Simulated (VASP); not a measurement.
**SiTe: relaxation of cell and atoms with RPBE+D3(BJ)**

The system is SiTe.

```
Si Te
1.0
     3.71434    0.00000    0.00000
    -1.85717    3.21671    0.00000
     0.00000    0.00000    4.97637
Si Te
1 1
Direct
  0.00000 0.00000 0.50000
  0.00000 0.00000 0.00000
```

```
Program                : VASP 6.6.1
Task                   : relaxation of cell and atoms
Functional             : RPBE
Dispersion             : D3(BJ)
Potentials or basis    : VASP PAW PBE potentials, release 64 (Si, Te)
Cutoff                 : 600 eV
k mesh                 : 8 × 8 × 6
Occupations            : fermi-dirac, width 0.05 eV
Spin                   : no spin polarisation
Dipole correction      : no
Further INCAR settings : ALGO = Normal; EDIFF = 1e-06; IBRION = 2; EDIFFG = -0.01; NSW = 60; ISIF = 3
```

| Property | Result |
| --- | --- |
| Relaxed volume | 18.93 Å³/atom |
| Relaxed cell | a = 2.905 Å, b = 2.905 Å, c = 5.180 Å, α = 90.00°, β = 90.00°, γ = 120.00° |
| Space group after relaxing (to 0.05 Å) | P6/mmm (No. 191) |
| Energy gained by relaxing | 1031.3 meV/atom |
| Ionic steps | 17 |
| Pressure after relaxing | 0.0 GPa |
| Band gap on the k mesh | zero (band 5 reaches 16.50 eV, above the bottom of band 6 at 8.44 eV) |
| Dispersion energy per atom | -2.488 eV |

Stress tensor (GPa, compression positive):
```
-0.04  0.00  0.00
 0.00 -0.04  0.00
 0.00  0.00  0.05
```

The path:
| step | energy change (eV) | largest force (eV/Å) | pressure (GPa) | volume (Å³) |
| --- | --- | --- | --- | --- |
| 1 | 0.0000 | 0.0000 | -8.84 | 59.46 |
| 2 | -1.4181 | 0.0000 | -9.37 | 46.23 |
| 3 | 23.2480 | 0.0000 | 661.20 | 16.91 |
| 4 | -1.7104 | 0.0000 | -8.81 | 44.08 |
| 5 | -0.7739 | 0.0000 | 55.40 | 28.81 |
| 6 | -1.8119 | 0.0000 | 15.52 | 38.29 |
| 7 | -1.9183 | 0.0000 | 29.89 | 39.34 |
| 8 | -2.0081 | 0.0000 | -1.13 | 41.68 |
| 9 | -2.0529 | 0.0000 | 10.02 | 40.79 |
| 10 | -2.0529 | 0.0000 | 0.55 | 38.65 |
| 11 | -2.0615 | 0.0000 | -0.60 | 38.15 |
| 12 | -2.0617 | 0.0000 | -0.63 | 38.25 |
| 13 | -2.0621 | 0.0000 | -0.48 | 38.14 |
| 14 | -2.0625 | 0.0000 | -0.23 | 37.99 |
| 15 | -2.0623 | 0.0000 | 0.40 | 37.69 |
| 16 | -2.0625 | 0.0000 | -0.05 | 37.90 |
| 17 | -2.0626 | 0.0000 | -0.01 | 37.87 |

Final structure:
```cif
data_structure
_symmetry_space_group_name_H-M 'P 1'
_symmetry_Int_Tables_number 1
_cell_length_a 2.9054
_cell_length_b 2.9054
_cell_length_c 5.1799
_cell_angle_alpha 90.000
_cell_angle_beta 90.000
_cell_angle_gamma 120.000
_cell_volume 37.87
loop_
_atom_site_label
_atom_site_type_symbol
_atom_site_fract_x
_atom_site_fract_y
_atom_site_fract_z
_atom_site_occupancy
Si1 Si 0.00000 0.00000 0.50000 1
Te1 Te 0.00000 0.00000 0.00000 1
```

Levels at points of the mesh, in eV from the Fermi level:
| k point | band 2 | band 3 | band 4 | band 5 | band 6 | band 7 | band 8 | band 9 |
| --- | --- | --- | --- | --- | --- | --- | --- | --- |
| (0.00, 0.00, 0.00) | -9.53 | -8.17 | 5.17 | 5.17 | 5.88 | 7.17 | 9.26 | 9.26 |
| (0.50, 0.00, 0.00) | -8.41 | -4.61 | -4.37 | -3.40 | 0.94 | 1.19 | 4.98 | 5.44 |
| (0.00, 0.00, 0.50) | -11.85 | -2.69 | -1.43 | 5.72 | 5.72 | 7.72 | 7.72 | 10.52 |
| (0.50, 0.00, 0.50) | -8.09 | -7.49 | -4.72 | 1.32 | 1.62 | 2.41 | 4.15 | 5.54 |

It took 2.8 min on 1 thread of Intel(R) Xeon(R) Platinum 8375C CPU @ 2.90GHz (Ice Lake), on a shared host, peak memory 0.23 GiB.

Caveat: the volume moved by over 15 % at a fixed basis, so the end points are rough; the PAW data sets were made with another functional, which shifts forces and pressure a little; spin-orbit coupling is left out, which moves the levels of the heavy elements.
